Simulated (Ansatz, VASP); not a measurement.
# CdTe: VASP beside Ansatz

Contents of INCAR:

```
SYSTEM = CdTe
PREC = Accurate
ENCUT = 520
EDIFF = 1E-8
ISMEAR = -1
SIGMA = 0.05
LREAL = .FALSE.
LASPH = .TRUE.
NELM = 60
ALGO = Normal
ISIF = 2
LWAVE = .FALSE.
LCHARG = .FALSE.
GGA = PS
LEFG = .TRUE.
NBANDS = 26
```

The input KPOINTS:

```
regular mesh
0
G
  9 9 6
  0 0 0
```

POSCAR

```
CdTe
1.0
    3.0027164828     -3.0314359883      0.0000000000
    3.0027164828      3.0314359883      0.0000000000
    0.0000000000      0.0000000000      5.9663180922
Cd Te
2 2
Direct
    0.2770300000      0.7229700000      0.7500000000
    0.7229700000      0.2770300000      0.2500000000
    0.7661370000      0.2338630000      0.7500000000
    0.2338630000      0.7661370000      0.2500000000
```

Input for Ansatz:

```yaml
crystal:
  lattice:
    - [3.0027164828, -3.0314359883, 0.0]
    - [3.0027164828, 3.0314359883, 0.0]
    - [0.0, 0.0, 5.9663180922]
  atoms:
    - { symbol: Cd, position: [0.27703, 0.72297, 0.75] }
    - { symbol: Cd, position: [0.72297, 0.27703, 0.25] }
    - { symbol: Te, position: [0.766137, 0.233863, 0.75] }
    - { symbol: Te, position: [0.233863, 0.766137, 0.25] }
kpoints:
  mp_grid: { grid: [9, 9, 6] }
scf:
  occupations: { method: fermi_dirac, width: 0.05 }
hamiltonian:
  xc: pbesol
  pseudopotentials: { kind: all_electron, datasets: crystal }
output:
  forces: true
  stress: true
  eigenvalues: true
  efg: { contact_densities: true }
```

Change from the starting cell: volume scaled by 0.94, crystal datasets.

Alike in both runs: task electric field gradients; functional PBEsol; k mesh 9 × 9 × 6; occupations fermi-dirac, width 0.05 eV; no spin polarisation.

|  | VASP | Ansatz |
| --- | --- | --- |
| version | VASP 6.6.1 | Ansatz 0.2.0 |
| potentials or method | VASP PAW PBE potentials, release 64 (Cd, Te), cutoff 520 eV | all-electron PAW with datasets made for the crystal, scalar-relativistic |

```csv
,VASP,Ansatz,Ansatz less VASP
pressure (GPa),-0.1,-0.3,-0.23
"traceless stress, the component that is largest in VASP (GPa)",0.38,0.37,-0.010
rms of the force components (eV/Å),0.029,0.027,-0.0014
size of Vzz on the site where it differs most (V/Å²),5.6,5.0,-0.63
```

VASP's potentials were made for PBE, not for PBEsol. Atom by atom the forces differ by 0.003 eV/Å (rms over components). Ansatz ran all-electron here, and VASP with PAW potentials.

Neither program's run includes spin-orbit coupling.
